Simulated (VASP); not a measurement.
# BiP3 (Pm-3m) in VASP: further runs

BiP3 is run at these levels: PBE; tasks: single point, relaxation of cell and atoms.

Everything below comes from runs of VASP 6.6.1. Logs are shortened: lines on timing, memory, paths and dates and some standing lists are left out, and cuts for length are marked.

### 1 The cell of the first run

The structure is cubic, space group Pm-3m (No. 221). The conventional cell has a = 4.319 Å, b = 4.319 Å, c = 4.319 Å, α = 90.00°, β = 90.00°, γ = 90.00°. Within 4.0 Å of Bi (site symmetry m-3m) lie 12 P at 3.05 Å. P (site symmetry 4/mmm) has 4 Bi at 3.05 Å and 8 P at 3.05 Å within 4.0 Å.

### 2 Single point, PBE

Contents of INCAR:

```
PREC = Accurate ; ENCUT = 520
EDIFF = 1E-6 ; ISMEAR = 0
SIGMA = 0.1 ; LREAL = False
LASPH = True ; NELM = 60
ALGO = Normal ; ISIF = 2
LWAVE = False ; LCHARG = False
GGA = PE ; NBANDS = 23
```

Contents of KPOINTS:

```
regular mesh
0
Gamma
  4 4 4
```

Contents of POSCAR:

```
BiP3
1.0
    4.3194225897      0.0000000000      0.0000000000
    0.0000000000      4.3194225897      0.0000000000
    0.0000000000      0.0000000000      4.3194225897
Bi P
1 3
Direct
    0.0000000000      0.0000000000      0.0000000000
    0.0000000000      0.5000000000      0.5000000000
    0.5000000000      0.0000000000      0.5000000000
    0.5000000000      0.5000000000      0.0000000000
```

Potentials or basis: VASP PAW PBE potentials, release 64 (Bi_d, P).

Started as:

```console
cat potpaw_PBE.64/Bi_d/POTCAR potpaw_PBE.64/P/POTCAR > POTCAR
mpirun -np 1 vasp_std > vasp.out
```

OUTCAR:

```text
PREC = Accurate
   ENCUT = 520
   EDIFF = 1E-6
   ISMEAR = 0
   LREAL = False
   LASPH = True
   NELM = 60
   ISIF = 2
   GGA = PE

 ion  position               nearest neighbor table
   1  0.000  0.000  0.000-   2 3.05   3 3.05   4 3.05   2 3.05   3 3.05   2 3.05   4 3.05   2 3.05
                             3 3.05   4 3.05   3 3.05   4 3.05
   2  0.000  0.500  0.500-   1 3.05   1 3.05   1 3.05   1 3.05
   3  0.500  0.000  0.500-   1 3.05   1 3.05   1 3.05   1 3.05
   4  0.500  0.500  0.000-   1 3.05   1 3.05   1 3.05   1 3.05

  LATTYP: Found a simple cubic cell.
 ALAT       =     4.3194225897

  Lattice vectors:

 A1 = (   4.3194225897,   0.0000000000,   0.0000000000)
 A2 = (   0.0000000000,   4.3194225897,   0.0000000000)
 A3 = (   0.0000000000,   0.0000000000,   4.3194225897)

Analysis of symmetry for initial positions (statically):
=====================================================================
 Subroutine PRICEL returns:
 Original cell was already a primitive cell.

 Routine SETGRP: Setting up the symmetry group for a
 simple cubic supercell.

 Subroutine GETGRP returns: Found 48 space group operations
 (whereof 48 operations were pure point group operations)
 out of a pool of 48 trial point group operations.

The static configuration has the point symmetry O_h .

Analysis of symmetry for dynamics (positions and initial velocities):
=====================================================================
 Subroutine PRICEL returns:
 Original cell was already a primitive cell.

 Routine SETGRP: Setting up the symmetry group for a
 simple cubic supercell.

 Subroutine GETGRP returns: Found 48 space group operations
 (whereof 48 operations were pure point group operations)
 out of a pool of 48 trial point group operations.

The dynamic configuration has the point symmetry O_h .

 Subroutine INISYM returns: Found 48 space group operations
 (whereof 48 operations are pure point group operations),
 and found     1 'primitive' translations

----------------------------------------------------------------------------------------

                                     Primitive cell

  volume of cell :      80.5892

  direct lattice vectors                    reciprocal lattice vectors
     4.319422590  0.000000000  0.000000000     0.231512425  0.000000000  0.000000000
     0.000000000  4.319422590  0.000000000     0.000000000  0.231512425  0.000000000
     0.000000000  0.000000000  4.319422590     0.000000000  0.000000000  0.231512425

  length of vectors
     4.319422590  4.319422590  4.319422590     0.231512425  0.231512425  0.231512425

  position of ions in fractional coordinates (direct lattice)
     0.000000000  0.000000000  0.000000000
     0.000000000  0.500000000  0.500000000
     0.500000000  0.000000000  0.500000000
     0.500000000  0.500000000  0.000000000

  ion indices of the primitive-cell ions
   primitive index   ion index
                 1           1
                 2           2
                 3           3
                 4           4

----------------------------------------------------------------------------------------

 KPOINTS: regular mesh

Automatic generation of k-mesh.
 Grid dimensions read from file:
 generate k-points for:    4    4    4

 Generating k-lattice:

  Cartesian coordinates                     Fractional coordinates (reciprocal lattice)
     0.057878106  0.000000000  0.000000000     0.250000000  0.000000000  0.000000000
     0.000000000  0.057878106  0.000000000     0.000000000  0.250000000  0.000000000
     0.000000000  0.000000000  0.057878106     0.000000000  0.000000000  0.250000000

  Length of vectors
     0.057878106  0.057878106  0.057878106

  Shift w.r.t. Gamma in fractional coordinates (k-lattice)
     0.000000000  0.000000000  0.000000000

 Subroutine IBZKPT returns following result:
 ===========================================

 Found     10 irreducible k-points:

 Following reciprocal coordinates:
            Coordinates               Weight
  0.000000  0.000000  0.000000      1.000000
  0.250000  0.000000  0.000000      6.000000
  0.500000  0.000000  0.000000      3.000000
  0.250000  0.250000  0.000000     12.000000
  0.500000  0.250000  0.000000     12.000000
  0.500000  0.500000  0.000000      3.000000
  0.250000  0.250000  0.250000      8.000000
  0.500000  0.250000  0.250000     12.000000
  0.500000  0.500000  0.250000      6.000000
  0.500000  0.500000  0.500000      1.000000
   k-points           NKPTS =     10   k-points in BZ     NKDIM =     10   number of bands    NBANDS=     23
   number of dos      NEDOS =    301   number of ions     NIONS =      4
   total plane-waves  NPLWV =  32768
   dimension x,y,z NGX =    32 NGY =   32 NGZ =   32
   dimension x,y,z NGXF=    64 NGYF=   64 NGZF=   64
   ions per type =               1   3
   NGX,Y,Z   is equivalent  to a cutoff of  12.32, 12.32, 12.32 a.u.
   NGXF,Y,Z  is equivalent  to a cutoff of  24.63, 24.63, 24.63 a.u.
 SYSTEM =  unknown system
   PREC   = accura    normal or accurate (medium, high low for compatibility)
   ISTART =      0    job   : 0-new  1-cont  2-samecut
   ICHARG =      2    charge: 1-file 2-atom 10-const
   ISPIN  =      1    spin polarized calculation?
   LNONCOLLINEAR =      F non collinear calculations
   LSORBIT =      F    spin-orbit coupling
   LASPH  =      T    aspherical Exc in radial PAW
   ENCUT  =  520.0 eV  38.22 Ry    6.18 a.u.   8.03  8.03  8.03*2*pi/ulx,y,z
   NELM   =     60;   NELMIN=  2; NELMDL= -5     # of ELM steps
   EDIFF  = 0.1E-05   stopping-criterion for ELM
   LREAL  =      F    real-space projection
   EDIFFG = 0.1E-04   stopping-criterion for IOM
   NSW    =      0    number of steps for IOM
   IBRION =     -1    ionic relax: 0-MD 1-quasi-New 2-CG
   NFREE  =      0    steps in history (QN), initial steepest desc. (CG)
   ISIF   =      2    stress and relaxation
   ISYM   =      2    0-nonsym 1-usesym 2-fastsym
   POTIM  = 0.5000    time-step for ionic-motion
   TEBEG  =    0.0;   TEEND  =   0.0 temperature during run
   PSTRESS=    0.0 pullay stress
   NELECT =      30.0000    total number of electrons
   NUPDOWN=      -1.0000    fix difference up-down
   EMIN   =  10.00;   EMAX   =-10.00  energy-range for DOS
   EFERMI =   0.00;   METHOD = LEGACY
   ISMEAR =     0;   SIGMA  =   0.10  broadening in eV -4-tet -1-fermi 0-gaus
   EFERMI_NEDOS =   21; number of points for ismear=-14 and -15
   IALGO  =     38    algorithm
   IMIX   =      4    mixing-type and parameters
     AMIX     =   0.40;   BMIX     =  1.00
     AMIX_MAG =   1.60;   BMIX_MAG =  1.00
  volume/ion in A,a.u.               =      20.15       135.96
  Fermi-wavevector in a.u.,A,eV,Ry     =   1.177668  2.225470 18.869947  1.386902
  Thomas-Fermi vector in A             =   2.314011
   LORBIT       =      0    0 simple, 1 ext, 2 COOP (PROOUT), +10 PAW based schemes
   GGA     = PE    functional components
   LHFCALC =     F    Hartree Fock is set to
   AEXX    =    0.0000 exact exchange contribution
   IVDW    =     0    specifies the selected vdW correction
   LEPSILON=     F    determine dielectric tensor
   LRPA    =     F    only Hartree local field effects (RPA)
 non-spin polarized calculation
 Gauss-broadening in eV      SIGMA  =   0.10
  energy-cutoff  :      520.00
  volume of cell :       80.59
 maximum number of plane-waves:      2192
   NGX = 17   NGY = 17   NGZ = 17

 number of electron      29.9999995 magnetization

 Free energy of the ion-electron system (eV)
  ---------------------------------------------------
  ext. energy  EPLUGINS =         0.00000000
  ---------------------------------------------------
  free energy    TOTEN  =       -16.66226718 eV

  energy without entropy =      -16.63841668  energy(sigma->0) =      -16.65034193

 E-fermi :   7.8640     XC(G=0): -10.7056

 val. band max:        7.8593506427   @ k =   0.2500   0.2500   0.0000
 cond. band min:       7.9642282654   @ k =   0.2500   0.2500   0.2500
 fundamental gap:      0.1048776227
 Fermi energy:         7.8639760579

 k-point     1 :       0.0000    0.0000    0.0000
  band No.  band energies     occupation
      1     -15.3739      2.00000
      2     -15.3739      2.00000
      3     -15.3556      2.00000
      4     -15.3556      2.00000
      5     -15.3556      2.00000
      6      -6.5314      2.00000
[... 15 lines left out ...]
     22      13.2248      0.00000
     23      13.2248      0.00000

 k-point     2 :       0.2500    0.0000    0.0000
  band No.  band energies     occupation
      1     -15.3728      2.00000
      2     -15.3645      2.00000
      3     -15.3592      2.00000
      4     -15.3592      2.00000
      5     -15.3554      2.00000
      6      -6.0671      2.00000
[... 15 lines left out ...]
     22      13.5336      0.00000
     23      13.5988      0.00000

 k-point     3 :       0.5000    0.0000    0.0000
  band No.  band energies     occupation
      1     -15.3718      2.00000
      2     -15.3627      2.00000
      3     -15.3627      2.00000
      4     -15.3552      2.00000
      5     -15.3551      2.00000
      6      -5.0136      2.00000
[... 15 lines left out ...]
     22      14.3095      0.00000
     23      15.3227      0.00000
[... 131 lines left out ...]
 k-point     9 :       0.5000    0.5000    0.2500
  band No.  band energies     occupation
      1     -15.3730      2.00000
      2     -15.3673      2.00000
      3     -15.3673      2.00000
      4     -15.3528      2.00000
      5     -15.3436      2.00000
      6      -3.3580      2.00000
[... 15 lines left out ...]
     22      16.2005      0.00000
     23      16.2005      0.00000

 k-point    10 :       0.5000    0.5000    0.5000
  band No.  band energies     occupation
      1     -15.3725      2.00000
      2     -15.3725      2.00000
      3     -15.3725      2.00000
      4     -15.3432      2.00000
      5     -15.3432      2.00000
      6      -2.9701      2.00000
[... 15 lines left out ...]
     22      16.6674      0.00000
     23      16.6674      0.00000

------------------------ aborting loop because EDIFF is reached ----------------------------------------

  FORCE on cell =-STRESS in cart. coord.  units (eV):
  Direction    XX          YY          ZZ          XY          YZ          ZX
  --------------------------------------------------------------------------------------
  -------------------------------------------------------------------------------------
  Total       -1.2150191     -1.2150191     -1.2150191      0.0000000     -0.0000000      0.0000000
  in kB      -24.1555308    -24.1555308    -24.1555308      0.0000000     -0.0000000      0.0000000
  external PRESSURE =     -24.1555308 kB  Pullay stress =       0.0000000 kB

 VOLUME and BASIS-vectors are now :
 -----------------------------------------------------------------------------
  energy-cutoff  :      520.00
  volume of cell :       80.59
      direct lattice vectors                 reciprocal lattice vectors
     4.319422590  0.000000000  0.000000000     0.231512425  0.000000000  0.000000000
     0.000000000  4.319422590  0.000000000     0.000000000  0.231512425  0.000000000
     0.000000000  0.000000000  4.319422590     0.000000000  0.000000000  0.231512425

 POSITION                                       TOTAL-FORCE (eV/Angst)
 -----------------------------------------------------------------------------------
      0.00000      0.00000      0.00000         0.000000      0.000000      0.000000
      0.00000      2.15971      2.15971         0.000000      0.000000      0.000000
      2.15971      0.00000      2.15971         0.000000      0.000000      0.000000
      2.15971      2.15971      0.00000         0.000000      0.000000      0.000000
 -----------------------------------------------------------------------------------
    total drift:                                0.000000     -0.000000     -0.000000

  FREE ENERGIE OF THE ION-ELECTRON SYSTEM (eV)
  ---------------------------------------------------
  free  energy   TOTEN  =       -16.6622671827 eV

  energy  without entropy=      -16.6384166799  energy(sigma->0) =      -16.65034193
```

Wall time 6.9 s (1 thread of Intel Xeon 6975P-C (Granite Rapids), shared host); peak memory 0.18 GiB.

What came out:

```
Free energy            : -16.6623 eV
Pressure               : -2.4 GPa
Band gap on the k mesh : zero (band 15 reaches 10.47 eV, above the bottom of band 16 at 6.32 eV)
```

Caveat: the k points lie up to 0.36 Å⁻¹ apart; spin-orbit coupling is left out, which moves the levels of the heavy elements.

(Part 1 of 2 ends here.)
